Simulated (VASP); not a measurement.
**Tm: single point with LDA**

Tm:

```
Tm
1.0
     3.41134    0.00000    0.00000
    -1.70567    2.95430    0.00000
     0.00000    0.00000    5.61656
Tm
2
Cartesian
  0.0000 1.9695 4.2124
  1.7057 0.9848 1.4041
```

```yaml
Program: VASP 6.6.1
Task: single point
Functional: LDA
Potentials_or_basis: VASP PAW PBE potentials, release 64 (Tm)
Cutoff: 520 eV
k_mesh: 14 × 14 × 8
Occupations: gaussian, width 0.05 eV
Spin: collinear spin, ferromagnetic start
Starting_moments: "[0.5, 0.5] μB"
Dipole_correction: no
Further_INCAR_settings: ALGO = Normal; EDIFF = 1e-06; NBANDS = 34
```

The pressure is 0.3 GPa. The net moment is 2.22 μB per cell, the site moments are Tm +1.17 μB and the valence electrons inside the program's atomic spheres are Tm 21.08.

Stress tensor (GPa, compression positive):
```
0.41 0.00 0.00
0.00 0.41 0.00
0.00 0.00 0.19
```

Levels at points of the mesh, in eV from the Fermi level:
Spin up:
```csv
k point,band 22,band 23,band 24,band 25,band 26,band 27
"(0.00, 0.00, 0.00)",-0.81,-0.76,-0.76,1.42,2.85,2.95
"(0.50, 0.00, 0.00)",-0.86,-0.78,-0.78,-0.42,0.74,2.18
"(0.00, 0.00, 0.50)",-0.83,-0.76,-0.76,1.65,1.65,2.92
"(0.50, 0.00, 0.50)",-0.91,-0.86,-0.86,0.68,0.68,2.36
```
Spin down:
```tsv
k point	band 20	band 21	band 22	band 23	band 24	band 25
(0.00, 0.00, 0.00)	-0.08	-0.06	-0.06	-0.04	-0.03	1.47
(0.50, 0.00, 0.00)	-0.03	-0.02	0.01	0.01	0.02	0.11
(0.00, 0.00, 0.50)	-0.03	-0.02	-0.02	-0.02	-0.02	1.70
(0.50, 0.00, 0.50)	-0.08	0.00	0.00	0.03	0.03	0.72
```

Wall time 12 min on 1 thread of Intel(R) Xeon(R) Platinum 8559C (Emerald Rapids), on a shared host, peak memory 0.4 GiB.

Caveat: the magnetic or orbital state may not be the lowest; the PAW data sets were made with another functional, which shifts forces and pressure a little; spin-orbit coupling is left out, which moves the levels of the heavy elements; semilocal functionals describe open f shells poorly, which spoils levels, moments and volumes. The state reached can hang on the start; a lower one may exist.
